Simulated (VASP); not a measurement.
# Ge (Pnma) in VASP: single point with PBE

Aim: the single point of Ge with PBE.

All numbers are computed with VASP 6.6.1; they aren't measurements. Logs are shortened: lines on timing, memory, paths and dates and some standing lists are left out, and cuts for length are marked.

## Step 1: The cell of the first run

The structure is orthorhombic, space group Pnma (No. 62). The conventional cell has a = 4.412 Å, b = 7.314 Å, c = 3.290 Å, α = 90.00°, β = 90.00°, γ = 90.00°. Within 3.1 Å of Ge (site symmetry m) lie 2 Ge at 2.33 Å.

## Step 2: Single point, PBE

Contents of INCAR:

```
SYSTEM = Ge
PREC     = Accurate       ! precision mode
ENCUT    = 500            ! plane-wave cutoff, eV
EDIFF    = 1E-6           ! SCF threshold, eV
ISMEAR   = 0              ! smearing method
SIGMA    = 0.1            ! smearing width, eV
LREAL    = .False.        ! projectors in reciprocal space
LASPH    = .True.         ! aspherical terms in the spheres
NELM     = 120            ! most SCF steps
ALGO     = Normal         ! electronic algorithm
ISIF     = 2              ! what is computed and relaxed
LWAVE    = .False.        ! write WAVECAR
LCHARG   = .False.        ! write CHGCAR
GGA      = PE             ! functional
NBANDS   = 36             ! bands
GGA_COMPAT= .False.
```

Contents of KPOINTS:

```
regular mesh
0
Gamma
  4 4 6
  0 0 0
```

Contents of POSCAR:

```
Ge
1.0
    4.4121106181      0.0000000000      0.0000000000
    0.0000000000      7.3144971354      0.0000000000
    0.0000000000      0.0000000000      3.2898049481
Ge
4
Direct
    0.0205000000      0.2500000000      0.6348000000
    0.9795000000      0.7500000000      0.3652000000
    0.4795000000      0.7500000000      0.1348000000
    0.5205000000      0.2500000000      0.8652000000
```

Potentials or basis: VASP PAW PBE potentials, release 64 (Ge_d).

Command:

```
$ cat potpaw_PBE.64/Ge_d/POTCAR > POTCAR
$ mpirun -np 1 vasp_std > vasp.out
```

OUTCAR:

```text
SYSTEM = Ge
   PREC = Accurate
   ENCUT = 500
   EDIFF = 1E-6
   ISMEAR = 0
   LREAL = .False.
   LASPH = .True.
   NELM = 120
   ISIF = 2
   GGA = PE

 ion  position               nearest neighbor table
   1  0.020  0.250  0.635-   4 2.33   4 2.33
   2  0.980  0.750  0.365-   3 2.33   3 2.33
   3  0.480  0.750  0.135-   2 2.33   2 2.33
   4  0.520  0.250  0.865-   1 2.33   1 2.33

  LATTYP: Found a simple orthorhombic cell.
 ALAT       =     3.2898049481
 B/A-ratio  =     1.3411465688
 C/A-ratio  =     2.2233832251

  Lattice vectors:

 A1 = (   0.0000000000,   0.0000000000,   3.2898049481)
 A2 = (   4.4121106181,   0.0000000000,   0.0000000000)
 A3 = (   0.0000000000,   7.3144971354,   0.0000000000)

Analysis of symmetry for initial positions (statically):
=====================================================================
 Subroutine PRICEL returns:
 Original cell was already a primitive cell.

 Routine SETGRP: Setting up the symmetry group for a
 simple orthorhombic supercell.

 Subroutine GETGRP returns: Found  8 space group operations
 (whereof  2 operations were pure point group operations)
 out of a pool of  8 trial point group operations.

The static configuration has the point symmetry S_2 .
 The point group associated with its full space group is D_2h.

Analysis of symmetry for dynamics (positions and initial velocities):
=====================================================================
 Subroutine PRICEL returns:
 Original cell was already a primitive cell.

 Routine SETGRP: Setting up the symmetry group for a
 simple orthorhombic supercell.

 Subroutine GETGRP returns: Found  8 space group operations
 (whereof  2 operations were pure point group operations)
 out of a pool of  8 trial point group operations.

The dynamic configuration has the point symmetry S_2 .
 The point group associated with its full space group is D_2h.

 Subroutine INISYM returns: Found  8 space group operations
 (whereof  2 operations are pure point group operations),
 and found     1 'primitive' translations

----------------------------------------------------------------------------------------

                                     Primitive cell

  volume of cell :     106.1698

  direct lattice vectors                    reciprocal lattice vectors
     4.412110618  0.000000000  0.000000000     0.226648896  0.000000000  0.000000000
     0.000000000  7.314497135  0.000000000     0.000000000  0.136714798  0.000000000
     0.000000000  0.000000000  3.289804948     0.000000000  0.000000000  0.303969389

  length of vectors
     4.412110618  7.314497135  3.289804948     0.226648896  0.136714798  0.303969389

  position of ions in fractional coordinates (direct lattice)
     0.020500000  0.250000000  0.634800000
     0.979500000  0.750000000  0.365200000
     0.479500000  0.750000000  0.134800000
     0.520500000  0.250000000  0.865200000

  ion indices of the primitive-cell ions
   primitive index   ion index
                 1           1
                 2           2
                 3           3
                 4           4

----------------------------------------------------------------------------------------

 KPOINTS: regular mesh

Automatic generation of k-mesh.
 Grid dimensions read from file:
 generate k-points for:    4    4    6

 Generating k-lattice:

  Cartesian coordinates                     Fractional coordinates (reciprocal lattice)
     0.056662224  0.000000000  0.000000000     0.250000000  0.000000000  0.000000000
     0.000000000  0.034178700  0.000000000     0.000000000  0.250000000  0.000000000
     0.000000000  0.000000000  0.050661565     0.000000000  0.000000000  0.166666667

  Length of vectors
     0.056662224  0.034178700  0.050661565

  Shift w.r.t. Gamma in fractional coordinates (k-lattice)
     0.000000000  0.000000000  0.000000000

 Subroutine IBZKPT returns following result:
 ===========================================

 Found     36 irreducible k-points:

 Following reciprocal coordinates:
            Coordinates               Weight
  0.000000  0.000000  0.000000      1.000000
  0.250000  0.000000  0.000000      2.000000
  0.500000  0.000000  0.000000      1.000000
  0.000000  0.250000  0.000000      2.000000
  0.250000  0.250000  0.000000      4.000000
  0.500000  0.250000  0.000000      2.000000
[... 16 lines left out ...]
  0.250000  0.250000  0.333333      8.000000
  0.500000  0.250000  0.333333      4.000000
 [... further k-points ...]
   k-points           NKPTS =     36   k-points in BZ     NKDIM =     36   number of bands    NBANDS=     36
   number of dos      NEDOS =    301   number of ions     NIONS =      4
   total plane-waves  NPLWV =  41472
   dimension x,y,z NGX =    32 NGY =   54 NGZ =   24
   dimension x,y,z NGXF=    64 NGYF=  108 NGZF=   48
   ions per type =               4
   NGX,Y,Z   is equivalent  to a cutoff of  12.06, 12.27, 12.13 a.u.
   NGXF,Y,Z  is equivalent  to a cutoff of  24.11, 24.55, 24.26 a.u.
 SYSTEM =  Ge
   PREC   = accura    normal or accurate (medium, high low for compatibility)
   ISTART =      0    job   : 0-new  1-cont  2-samecut
   ICHARG =      2    charge: 1-file 2-atom 10-const
   ISPIN  =      1    spin polarized calculation?
   LNONCOLLINEAR =      F non collinear calculations
   LSORBIT =      F    spin-orbit coupling
   LASPH  =      T    aspherical Exc in radial PAW
   ENCUT  =  500.0 eV  36.75 Ry    6.06 a.u.   8.04 13.34  6.00*2*pi/ulx,y,z
   NELM   =    120;   NELMIN=  2; NELMDL= -5     # of ELM steps
   EDIFF  = 0.1E-05   stopping-criterion for ELM
   LREAL  =      F    real-space projection
   EDIFFG = 0.1E-04   stopping-criterion for IOM
   NSW    =      0    number of steps for IOM
   IBRION =     -1    ionic relax: 0-MD 1-quasi-New 2-CG
   NFREE  =      0    steps in history (QN), initial steepest desc. (CG)
   ISIF   =      2    stress and relaxation
   ISYM   =      2    0-nonsym 1-usesym 2-fastsym
   POTIM  = 0.5000    time-step for ionic-motion
   TEBEG  =    0.0;   TEEND  =   0.0 temperature during run
   PSTRESS=    0.0 pullay stress
   NELECT =      56.0000    total number of electrons
   NUPDOWN=      -1.0000    fix difference up-down
   EMIN   =  10.00;   EMAX   =-10.00  energy-range for DOS
   EFERMI =   0.00;   METHOD = LEGACY
   ISMEAR =     0;   SIGMA  =   0.10  broadening in eV -4-tet -1-fermi 0-gaus
   EFERMI_NEDOS =   21; number of points for ismear=-14 and -15
   IALGO  =     38    algorithm
   IMIX   =      4    mixing-type and parameters
     AMIX     =   0.40;   BMIX     =  1.00
     AMIX_MAG =   1.60;   BMIX_MAG =  1.00
  volume/ion in A,a.u.               =      26.54       179.12
  Fermi-wavevector in a.u.,A,eV,Ry     =   1.322728  2.499593 23.804876  1.749609
  Thomas-Fermi vector in A             =   2.452388
   LORBIT       =      0    0 simple, 1 ext, 2 COOP (PROOUT), +10 PAW based schemes
   GGA     = PE    functional components
   LHFCALC =     F    Hartree Fock is set to
   AEXX    =    0.0000 exact exchange contribution
   IVDW    =     0    specifies the selected vdW correction
   LEPSILON=     F    determine dielectric tensor
   LRPA    =     F    only Hartree local field effects (RPA)
 non-spin polarized calculation
 Gauss-broadening in eV      SIGMA  =   0.10
  energy-cutoff  :      500.00
  volume of cell :      106.17
 maximum number of plane-waves:      2728
   NGX = 17   NGY = 27   NGZ = 11

 number of electron      55.9999966 magnetization

 Free energy of the ion-electron system (eV)
  ---------------------------------------------------
  ext. energy  EPLUGINS =         0.00000000
  ---------------------------------------------------
  free energy    TOTEN  =       -14.39229692 eV

  energy without entropy =      -14.37856981  energy(sigma->0) =      -14.38543337

 E-fermi :   3.4064     XC(G=0):  -9.3988

 val. band max:        3.4014443280   @ k =   0.2500   0.2500   0.1667
 cond. band min:       3.4318732130   @ k =   0.2500   0.2500   0.0000
 fundamental gap:      0.0304288850
 Fermi energy:         3.4063675904

 k-point     1 :       0.0000    0.0000    0.0000
  band No.  band energies     occupation
      1     -21.5659      2.00000
      2     -21.5635      2.00000
      3     -21.4226      2.00000
      4     -21.4188      2.00000
      5     -21.3530      2.00000
      6     -21.3529      2.00000
[... 28 lines left out ...]
     35       8.6110      0.00000
     36       9.6178      0.00000

 k-point     2 :       0.2500    0.0000    0.0000
  band No.  band energies     occupation
      1     -21.5757      2.00000
      2     -21.5742      2.00000
      3     -21.4531      2.00000
      4     -21.4530      2.00000
      5     -21.3988      2.00000
      6     -21.3956      2.00000
[... 28 lines left out ...]
     35       8.7957      0.00000
     36      11.7565      0.00000

 k-point     3 :       0.5000    0.0000    0.0000
  band No.  band energies     occupation
      1     -21.5474      2.00000
      2     -21.5474      2.00000
      3     -21.5468      2.00000
      4     -21.5468      2.00000
      5     -21.3506      2.00000
      6     -21.3506      2.00000
[... 28 lines left out ...]
     35      10.2010      0.00000
     36      10.2022      0.00000
[... 742 lines left out ...]
 k-point    23 :       0.2500    0.2500    0.3333
  band No.  band energies     occupation
      1     -21.5814      2.00000
      2     -21.5809      2.00000
      3     -21.4431      2.00000
      4     -21.4430      2.00000
      5     -21.3985      2.00000
      6     -21.3973      2.00000
[... 28 lines left out ...]
     35       8.5963      0.00000
     36      10.7182      0.00000

 k-point    24 :       0.5000    0.2500    0.3333
  band No.  band energies     occupation
      1     -21.5496      2.00000
      2     -21.5496      2.00000
      3     -21.5492      2.00000
      4     -21.5492      2.00000
      5     -21.3586      2.00000
      6     -21.3586      2.00000
[... 28 lines left out ...]
     35      10.5736      0.00000
     36      10.5736      0.00000

 [... further k-points ...]

------------------------ aborting loop because EDIFF is reached ----------------------------------------

  FORCE on cell =-STRESS in cart. coord.  units (eV):
  Direction    XX          YY          ZZ          XY          YZ          ZX
  --------------------------------------------------------------------------------------
  -------------------------------------------------------------------------------------
  Total        8.6855393     -3.1085841     -0.9113237      0.0000000      0.0000000      0.0000000
  in kB      131.0709227    -46.9107292    -13.7525178      0.0000000      0.0000000      0.0000000
  external PRESSURE =      23.4692253 kB  Pullay stress =       0.0000000 kB

 VOLUME and BASIS-vectors are now :
 -----------------------------------------------------------------------------
  energy-cutoff  :      500.00
  volume of cell :      106.17
      direct lattice vectors                 reciprocal lattice vectors
     4.412110618  0.000000000  0.000000000     0.226648896  0.000000000  0.000000000
     0.000000000  7.314497135  0.000000000     0.000000000  0.136714798  0.000000000
     0.000000000  0.000000000  3.289804948     0.000000000  0.000000000  0.303969389

 POSITION                                       TOTAL-FORCE (eV/Angst)
 -----------------------------------------------------------------------------------
      0.09045      1.82862      2.08837        -0.013044      0.000000     -1.291272
      4.32166      5.48587      1.20144         0.013044      0.000000      1.291272
      2.11561      5.48587      0.44347         0.013044      0.000000     -1.291272
      2.29650      1.82862      2.84634        -0.013044     -0.000000      1.291272
 -----------------------------------------------------------------------------------
    total drift:                                0.000000     -0.000000      0.000000

  FREE ENERGIE OF THE ION-ELECTRON SYSTEM (eV)
  ---------------------------------------------------
  free  energy   TOTEN  =       -14.3922969172 eV

  energy  without entropy=      -14.3785698143  energy(sigma->0) =      -14.38543337
```

Run time: 4.3 min. Hardware: 1 thread of AMD EPYC, shared host; peak memory 0.21 GiB.

Results:

```yaml
Free_energy: -14.3923 eV
Pressure: 2.3 GPa
Largest_force: 1.291 eV/Å
Band_gap_on_the_k_mesh: zero (band 28 reaches 5.35 eV, above the bottom of band 29 at 2.32 eV)
```

Forces in eV/Å, atoms in the order of the input:
```
Ge  -0.013  0.000 -1.291
Ge   0.013  0.000  1.291
Ge   0.013  0.000 -1.291
Ge  -0.013  0.000  1.291
```

Caveat: forces of over 1 eV/Å act on the atoms, so gaps and moduli don't describe the material at rest.
